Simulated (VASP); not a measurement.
Crystal: LiF.

```xyz
4
Lattice="3.0214 0.0000 0.0000 -1.5107 2.6166 0.0000 0.0000 0.0000 4.9339" Properties=species:S:1:pos:R:3 pbc="T T T"
Li    0.0000    0.0000    0.0000
Li    0.0000    1.7444    2.4670
F     0.0000    0.0000    1.8502
F     0.0000    1.7444    4.3172
```

```yaml
Program: VASP 6.6.1
Task: relaxation of cell and atoms
Functional: PBEsol
Potentials_or_basis: VASP PAW PBE potentials, release 64 (Li_sv, F)
Cutoff: 600 eV
k_mesh: 9 × 9 × 6
Occupations: gaussian, width 0.02 eV
Spin: no spin polarisation
```

At the start: pressure 1.3 GPa; volume 9.75 Å³/atom.

Q: How do energy, volume and symmetry change on relaxing?

A: Over 9 steps the energy falls by 3.2 meV/atom and the volume is 9.95 Å³/atom (+2.0 %); space group P6_3mc (No. 186, to 0.05 Å).

The path:
```csv
step,energy change (eV),largest force (eV/Å),pressure (GPa),volume (Å³)
1,0.0000,0.0484,1.32,39.01
2,-0.0042,0.0483,0.63,39.46
3,-0.0066,0.0469,-0.33,40.15
4,-0.0080,0.0406,-0.27,40.10
5,-0.0109,0.0253,-0.13,39.96
6,-0.0128,0.0065,0.17,39.67
7,-0.0129,0.0072,0.15,39.69
8,-0.0129,0.0059,-0.10,39.86
9,-0.0129,0.0008,0.00,39.79
```

Final structure:
```
Li F
1.0
     3.09910    0.00000    0.00000
    -1.54955    2.68390    0.00000
     0.00000    0.00000    4.78371
Li F
2 2
Cartesian
  0.0000 0.0000 4.7435
  0.0000 1.7893 2.3517
  0.0000 0.0000 1.8341
  0.0000 1.7893 4.2259
```

Caveat: the cutoff is under 1.25 times the usual one of these potentials, so pressure, stress and relaxed cells hold a basis-set (Pulay) error; the PAW data sets were made with another functional, which shifts forces and pressure a little.
